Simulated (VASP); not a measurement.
# PtCl (Fm-3m) in VASP: further runs, part 3 of 3

VASP 6.6.1. The steps go on from the part before.

## (5) Relaxation of cell and atoms, PBE

This run uses another cell than the first one, of 26.84 Å³/atom, 1.480 times its volume.

Contents of INCAR:

```
ALGO     = Normal         # electronic algorithm
EDIFF    = 1E-7           # SCF threshold, eV
EDIFFG   = -0.01          # ionic threshold
ENCUT    = 500            # plane-wave cutoff, eV
GGA      = PE             # functional
GGA_COMPAT= F            
IBRION   = 2              # ionic algorithm
ISIF     = 3              # what is computed and relaxed
ISMEAR   = 0              # smearing method
LASPH    = T              # aspherical terms in the spheres
LCHARG   = F              # write CHGCAR
LREAL    = F              # projectors in reciprocal space
LWAVE    = F              # write WAVECAR
NELM     = 120            # most SCF steps
NELMIN   = 4            
NSW      = 60             # ionic steps
PREC     = Accurate       # precision mode
SIGMA    = 0.2144         # smearing width, eV
```

Contents of KPOINTS:

```
k-points
0
Gamma
  5 5 5
```

Contents of POSCAR:

```
PtCl
1.0
    0.0000000000      2.9942320000      2.9942320000
    2.9942320000      0.0000000000      2.9942320000
    2.9942320000      2.9942320000      0.0000000000
Pt Cl
1 1
Direct
    0.0000000000      0.0000000000      0.0000000000
    0.5000000000      0.5000000000      0.5000000000
```

On the command line:

```
$ cat potpaw_PBE.64/Pt/POTCAR potpaw_PBE.64/Cl/POTCAR > POTCAR
$ mpirun -np 1 vasp_std > vasp.out
```

It took 49 s on 1 thread of Intel Xeon Platinum 8375C at 2.90GHz (Ice Lake), shared host; peak memory 0.18 GiB.

It converged, with:

```
Free energy                            : -6.6340 eV
Relaxed volume                         : 18.16 Å³/atom
Relaxed cell                           : a = 3.717 Å, b = 3.717 Å, c = 3.717 Å, α = 60.00°, β = 60.00°, γ = 60.00°
Space group after relaxing (to 0.05 Å) : Fm-3m (No. 225)
Energy gained by relaxing              : 494.5 meV/atom
Ionic steps                            : 6
Pressure after relaxing                : 0.0 GPa
```

Step by step:
```tsv
step	energy change (eV)	largest force (eV/Å)	pressure (GPa)	volume (Å³)
1	0.0000	0.0000	-11.86	53.69
2	-0.9178	0.0000	-6.15	39.69
3	-0.9888	0.0000	-0.39	36.47
4	-0.9889	0.0000	0.34	36.17
5	-0.9890	0.0000	-0.18	36.38
6	-0.9890	0.0000	0.00	36.31
```

Final structure:
```
Pt Cl
1.0
     0.00000    2.62825    2.62825
     2.62825    0.00000    2.62825
     2.62825    2.62825    0.00000
Pt Cl
1 1
Direct
  0.00000 0.00000 0.00000
  0.50000 0.50000 0.50000
```

Levels at points of the mesh, in eV from the Fermi level:
```csv
k point,band 5,band 6,band 7,band 8,band 9,band 10,band 11,band 12
"(0.00, 0.00, 0.00)",-2.41,-2.41,-2.41,-2.37,-2.37,-0.77,11.36,11.36
```

Caveat: the k points lie up to 0.41 Å⁻¹ apart in the final cell; the volume moved by over 15 % at a fixed basis, so the end points are rough; spin-orbit coupling is left out, which moves the levels of the heavy elements; an odd number of electrons without spin polarisation forces a metal; a magnetic or distorted state may lie lower.

## (6) Relaxation of cell and atoms, PBE

This run uses another cell than the first one, of 26.84 Å³/atom, 1.480 times its volume.

Contents of INCAR:

```
SYSTEM = PtCl
  PREC = Accurate
  ENCUT = 500
  EDIFF = 1E-7
  ISMEAR = 0
  SIGMA = 0.2144
  LREAL = .FALSE.
  LASPH = .TRUE.
  NELM = 120
  ALGO = Normal
  ISIF = 3
  LWAVE = .FALSE.
  LCHARG = .FALSE.
  GGA = PE
  IBRION = 2
  NSW = 60
  EDIFFG = -0.01
  GGA_COMPAT = .FALSE.
  NELMIN = 4
```

Contents of KPOINTS:

```
regular mesh
0
G
  5 5 5
  0 0 0
```

POSCAR is that of step 5.

Potentials or basis: VASP PAW PBE potentials, release 64 (Pt, Cl).

On the command line:

```
$ cat potpaw_PBE.64/Pt/POTCAR potpaw_PBE.64/Cl/POTCAR > POTCAR
$ mpirun -np 1 vasp_std > vasp.out
```

It took 47 s on 1 thread of Intel Xeon Platinum 8375C at 2.90GHz (Ice Lake), shared host; peak memory 0.18 GiB.

Results (log left out):

- Free energy: -6.6340 eV
- Relaxed volume: 18.16 Å³/atom
- Relaxed cell: a = 3.717 Å, b = 3.717 Å, c = 3.717 Å, α = 60.00°, β = 60.00°, γ = 60.00°
- Space group after relaxing (to 0.05 Å): Fm-3m (No. 225)
- Energy gained by relaxing: 494.5 meV/atom
- Ionic steps: 6
- Pressure after relaxing: 0.0 GPa

The path:
| step | energy change (eV) | largest force (eV/Å) | pressure (GPa) | volume (Å³) |
| --- | --- | --- | --- | --- |
| 1 | 0.0000 | 0.0000 | -11.86 | 53.69 |
| 2 | -0.9178 | 0.0000 | -6.15 | 39.69 |
| 3 | -0.9888 | 0.0000 | -0.39 | 36.47 |
| 4 | -0.9889 | 0.0000 | 0.34 | 36.17 |
| 5 | -0.9890 | 0.0000 | -0.18 | 36.38 |
| 6 | -0.9890 | 0.0000 | 0.00 | 36.31 |

Final structure:
```xyz
2
Lattice="0.0000 2.6282 2.6282 2.6282 0.0000 2.6282 2.6282 2.6282 0.0000" Properties=species:S:1:pos:R:3 pbc="T T T"
Pt    2.6282    2.6282    0.0000
Cl    2.6282    2.6282    2.6282
```

Levels at points of the mesh, in eV from the Fermi level:
| k point | band 7 | band 8 | band 9 | band 10 | band 11 | band 12 |
| --- | --- | --- | --- | --- | --- | --- |
| (0.00, 0.00, 0.00) | -2.41 | -2.37 | -2.37 | -0.77 | 11.36 | 11.36 |

Caveat: the k points lie up to 0.41 Å⁻¹ apart in the final cell; the volume moved by over 15 % at a fixed basis, so the end points are rough; spin-orbit coupling is left out, which moves the levels of the heavy elements; an odd number of electrons without spin polarisation forces a metal; a magnetic or distorted state may lie lower.

## (7) Relaxation of cell and atoms, PBE

This run uses another cell than the first one, of 26.84 Å³/atom, 1.480 times its volume.

Contents of INCAR:

```
PREC     = Accurate       # precision mode
ENCUT    = 500            # plane-wave cutoff, eV
EDIFF    = 1E-7           # SCF threshold, eV
ISMEAR   = -5             # smearing method
SIGMA    = 0.1            # smearing width, eV
LREAL    = False          # projectors in reciprocal space
LASPH    = True           # aspherical terms in the spheres
NELM     = 120            # most SCF steps
ALGO     = Normal         # electronic algorithm
ISIF     = 3              # what is computed and relaxed
LWAVE    = False          # write WAVECAR
LCHARG   = False          # write CHGCAR
GGA      = PE             # functional
IBRION   = 2              # ionic algorithm
NSW      = 60             # ionic steps
EDIFFG   = -0.01          # ionic threshold
GGA_COMPAT= False        
NELMIN   = 4
```

Contents of KPOINTS:

```
Automatic mesh
0
Gamma
  5 5 5
```

POSCAR is that of step 6.

On the command line:

```
$ cat potpaw_PBE.64/Pt/POTCAR potpaw_PBE.64/Cl/POTCAR > POTCAR
$ mpirun -np 1 vasp_std > vasp.out
```

Wall time 52 s (1 thread of Intel Xeon Platinum 8375C at 2.90GHz (Ice Lake), shared host); peak memory 0.18 GiB.

It converged, with:

| Item | Value |
| --- | --- |
| Free energy | -6.5976 eV |
| Relaxed volume | 18.16 Å³/atom |
| Relaxed cell | a = 3.717 Å, b = 3.717 Å, c = 3.717 Å, α = 60.00°, β = 60.00°, γ = 60.00° |
| Space group after relaxing (to 0.05 Å) | Fm-3m (No. 225) |
| Energy gained by relaxing | 497.4 meV/atom |
| Ionic steps | 6 |
| Pressure after relaxing | -0.1 GPa |

The path:
| step | energy change (eV) | largest force (eV/Å) | pressure (GPa) | volume (Å³) |
| --- | --- | --- | --- | --- |
| 1 | 0.0000 | 0.0000 | -11.94 | 53.69 |
| 2 | -0.9266 | 0.0000 | -6.11 | 39.60 |
| 3 | -0.9947 | 0.0000 | -0.29 | 36.41 |
| 4 | -0.9945 | 0.0000 | 0.44 | 36.11 |
| 5 | -0.9948 | 0.0000 | -0.24 | 36.38 |
| 6 | -0.9948 | 0.0000 | -0.07 | 36.31 |

Final structure:
```cif
data_structure
_symmetry_space_group_name_H-M 'P 1'
_symmetry_Int_Tables_number 1
_cell_length_a 3.7170
_cell_length_b 3.7170
_cell_length_c 3.7170
_cell_angle_alpha 60.000
_cell_angle_beta 60.000
_cell_angle_gamma 60.000
_cell_volume 36.31
loop_
_atom_site_label
_atom_site_type_symbol
_atom_site_fract_x
_atom_site_fract_y
_atom_site_fract_z
_atom_site_occupancy
Pt1 Pt 0.00000 0.00000 0.00000 1
Cl1 Cl 0.50000 0.50000 0.50000 1
```

Levels at points of the mesh, in eV from the Fermi level:
```
           k point  band 7  band 8  band 9  band 10  band 11  band 12
(0.00, 0.00, 0.00)   -2.47   -2.42   -2.42    -0.83    11.30    11.30
```

Caveat: the k points lie up to 0.41 Å⁻¹ apart in the final cell; the volume moved by over 15 % at a fixed basis, so the end points are rough; spin-orbit coupling is left out, which moves the levels of the heavy elements; an odd number of electrons without spin polarisation forces a metal; a magnetic or distorted state may lie lower; tetrahedron occupations give inexact forces and stress in metals.

## (8) The runs side by side

| task | cell | smearing | gap on the mesh (eV) | pressure (GPa) | relaxed volume (Å³/atom) |
| --- | --- | --- | --- | --- | --- |
| single point | a = 3.716 Å, angles 60.0°, 2 atoms | gaussian 0.2144 eV | none | 0.0 | - |
| single point | a = 3.715 Å, angles 60.0°, 2 atoms | tetrahedron | none | 0.0 | - |
| relaxation of cell and atoms | relaxed from a = 4.234 Å, angles 60.0°, 2 atoms | gaussian 0.2144 eV | none | 0.0 | 18.16 |
| relaxation of cell and atoms | relaxed from a = 4.234 Å, angles 60.0°, 2 atoms | tetrahedron | none | -0.1 | 18.16 |

Alike in all rows: level PBE; potentials or basis VASP PAW PBE potentials, release 64 (Pt, Cl); no spin polarisation; k mesh 5 × 5 × 5; cutoff (eV) 500.

Caveats: all runs use coarse meshes; spin-orbit coupling is left out, which moves the levels of the heavy elements; an odd number of electrons without spin polarisation forces a metal; a magnetic or distorted state may lie lower; tetrahedron occupations give inexact forces and stress in metals (some runs); the volume moved by over 15 % at a fixed basis, so the end points are rough (some runs).

Absolute energies hang on the potentials; compare differences alone.
